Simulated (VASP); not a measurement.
Set up this calculation in VASP 6.6.1, as the native input.

* Task: relaxation of cell and atoms
* Functional: r2SCAN
* Potentials or basis: VASP PAW PBE potentials, release 64 (Cu, O)
* Cutoff: 600 eV
* k mesh: 6 × 6 × 6
* Occupations: gaussian, width 0.1 eV
* Spin: collinear spin, ferromagnetic start
* Starting moments: [0.62, 0.53] μB
* Dipole correction: no
* Further INCAR settings: ALGO = Normal; EDIFF = 1e-06; IBRION = 2; EDIFFG = -0.04; NSW = 90; ISIF = 3

Crystal: CuO.

```
Cu O
1.0
     2.89122    0.00000    0.00000
    -1.44561    2.50387    0.00000
     0.00000    0.00000    2.81994
Cu O
1 1
Cartesian
  0.0000 0.0000 0.0000
  1.4456 0.8346 1.4100
```

One way to write it, as run:

POSCAR

```
CuO
1.0
    2.8912169321      0.0000000000      0.0000000000
   -1.4456084661      2.5038673111      0.0000000000
    0.0000000000      0.0000000000      2.8199443722
Cu O
1 1
Direct
    0.0000000000      0.0000000000      0.0000000000
    0.6666666667      0.3333333333      0.5000000000
```

INCAR.step1

```
SYSTEM = CuO
  PREC = Accurate
  ENCUT = 600
  ISMEAR = 0
  SIGMA = 0.1
  LREAL = .FALSE.
  LASPH = .TRUE.
  NELM = 150
  ISPIN = 2
  MAGMOM = 0.62 0.53
  LMAXMIX = 4
  GGA = PE
  ALGO = Normal
  EDIFF = 1E-4
  LWAVE = .TRUE.
  LCHARG = .FALSE.
```

INCAR.step2

```
SYSTEM = CuO
  PREC = Accurate
  ENCUT = 600
  EDIFF = 1E-6
  ISMEAR = 0
  SIGMA = 0.1
  LREAL = .FALSE.
  LASPH = .TRUE.
  NELM = 150
  ALGO = Normal
  ISIF = 3
  LWAVE = .FALSE.
  LCHARG = .FALSE.
  ISPIN = 2
  MAGMOM = 0.62 0.53
  LORBIT = 11
  LMAXMIX = 4
  METAGGA = R2SCAN
  LMIXTAU = .TRUE.
  IBRION = 2
  NSW = 90
  EDIFFG = -0.04
  ISTART = 1
```

KPOINTS

```
Automatic mesh
0
G
  6 6 6
  0 0 0
```

Potentials or basis: VASP PAW PBE potentials, release 64 (Cu, O).

The run is started by

```console
$ cat potpaw_PBE.64/Cu/POTCAR potpaw_PBE.64/O/POTCAR > POTCAR
$ cp INCAR.step1 INCAR
$ mpirun -np 1 vasp_std > vasp.out
$ cp INCAR.step2 INCAR
$ mpirun -np 1 vasp_std > vasp.out
```

It gave:

```json
{
 "Relaxed volume": "9.39 Å³/atom",
 "Relaxed cell": "a = 2.850 Å, b = 2.850 Å, c = 2.671 Å, α = 90.00°, β = 90.00°, γ = 120.00°",
 "Space group after relaxing (to 0.1 Å)": "P-6m2 (No. 187)",
 "Energy gained by relaxing": "47.3 meV/atom",
 "Ionic steps": "6",
 "Pressure after relaxing": "0.4 GPa",
 "Band gap on the k mesh": "zero (filled and empty bands overlap)",
 "Net moment": "0.99 μB per cell",
 "Site moments": "Cu +0.54; O +0.43 μB",
 "Valence electrons inside the program's atomic spheres": "Cu 9.82; O 4.96"
}
```

Caveat: the k points lie up to 0.42 Å⁻¹ apart in the final cell, too coarse for converged energies and pressures of a metal; the PAW data sets were made with another functional, which shifts forces and pressure a little; a cell with one magnetic atom can't hold antiferromagnetic order, which such compounds often take; semilocal functionals often make such compounds metallic where correlation or magnetic order opens a gap, which also shifts bond lengths.

It took 4.8 min on 1 thread of Intel(R) Xeon(R) Platinum 8259CL CPU @ 2.50GHz (Skylake/Cascade Lake), on a shared host, peak memory 0.17 GiB.
